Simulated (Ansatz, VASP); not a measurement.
HfO2 in VASP and in Ansatz

POSCAR

```
HfO2
1.0
   -2.5575000000     -2.5575000000      0.0000000000
    2.5575000000     -2.5575000000      0.0000000000
    0.0000000000      0.0000000000     10.7300000000
Hf O
4 8
Direct
    0.0000000000      0.0000000000      0.8938140727
    0.5000000000      0.5000000000      0.1787628145
    0.0000000000      0.0000000000      0.4171132339
    0.5000000000      0.5000000000      0.6554636533
    0.5000000000      0.0000000000      0.0595876048
    0.0000000000      0.5000000000      0.2979380242
    0.5000000000      0.0000000000      0.5362884436
    0.0000000000      0.5000000000      0.7746388630
    0.5000000000      0.0000000000      0.2979380242
    0.0000000000      0.5000000000      0.5362884436
    0.5000000000      0.0000000000      0.7746388630
    0.0000000000      0.5000000000      0.0595876048
```

File INCAR.step1:

```
PREC = Accurate
ENCUT = 520
ISMEAR = 0
SIGMA = 0.05
LREAL = F
LASPH = T
NELM = 80
NBANDS = 56
GGA = PE
ALGO = Normal
EDIFF = 1E-4
LWAVE = T
LCHARG = F
```

INCAR.step2

```
PREC = Accurate
ENCUT = 520
EDIFF = 1E-6
ISMEAR = 0
SIGMA = 0.05
LREAL = F
LASPH = T
NELM = 80
ALGO = Normal
ISIF = 2
LWAVE = F
LCHARG = F
METAGGA = R2SCAN
LMIXTAU = T
NBANDS = 56
ISTART = 1
```

KPOINTS

```
Automatic mesh
0
Gamma
  6 6 3
```

Input for Ansatz:

```yaml
crystal:
  lattice:
    - [-2.5575, -2.5575, 0.0]
    - [2.5575, -2.5575, 0.0]
    - [0.0, 0.0, 10.73]
  atoms:
    - { symbol: Hf, position: [0.0, 0.0, 0.8938140727] }
    - { symbol: Hf, position: [0.5, 0.5, 0.1787628145] }
    - { symbol: Hf, position: [0.0, 0.0, 0.4171132339] }
    - { symbol: Hf, position: [0.5, 0.5, 0.6554636533] }
    - { symbol: O, position: [0.5, 0.0, 0.0595876048] }
    - { symbol: O, position: [0.0, 0.5, 0.2979380242] }
    - { symbol: O, position: [0.5, 0.0, 0.5362884436] }
    - { symbol: O, position: [0.0, 0.5, 0.774638863] }
    - { symbol: O, position: [0.5, 0.0, 0.2979380242] }
    - { symbol: O, position: [0.0, 0.5, 0.5362884436] }
    - { symbol: O, position: [0.5, 0.0, 0.774638863] }
    - { symbol: O, position: [0.0, 0.5, 0.0595876048] }
basis:
  ecutwfc: 500
kpoints:
  mp_grid: { grid: [6, 6, 3] }
hamiltonian:
  xc: r2scan
scf:
  occupations: { method: gaussian, width: 0.05 }
output:
  forces: true
  stress: true
  eigenvalues: true
```

Alike in both runs: task single point; functional r2SCAN; k mesh 6 × 6 × 3; occupations gaussian, width 0.05 eV; no spin polarisation.

|  | VASP | Ansatz |
| --- | --- | --- |
| version | VASP 6.6.1 | Ansatz 0.2.0 |
| potentials or method | VASP PAW PBE potentials, release 64 (Hf_pv, O), cutoff 520 eV | scalar-relativistic, plane waves, PAW |
| valence electrons in the cell | 88 | 152 |

Ansatz gave:

* gap on the k mesh at the Fermi level (eV): 0.96
* least direct gap on the mesh (eV): 0.96
* pressure (GPa): -14.6
* traceless stress, the component that is largest in VASP (GPa): -13.81
* rms of the force components (eV/Å): 1.240

Question: Which values does VASP return?

Answer: gap on the k mesh at the Fermi level (eV): 0.91; least direct gap on the mesh (eV): 0.91; pressure (GPa): -17.9; traceless stress, the component that is largest in VASP (GPa): -13.88; rms of the force components (eV/Å): 1.213.

VASP's potentials were made for PBE, not for r2SCAN. Atom by atom the forces differ by 0.032 eV/Å (rms over components). The functional is the same, so the differences come from potentials, cutoffs and numerics. VASP's potentials hold 88 valence electrons a cell and Ansatz's 152, so a difference there can come from the potentials and not from the codes.

Spin-orbit coupling is off throughout.
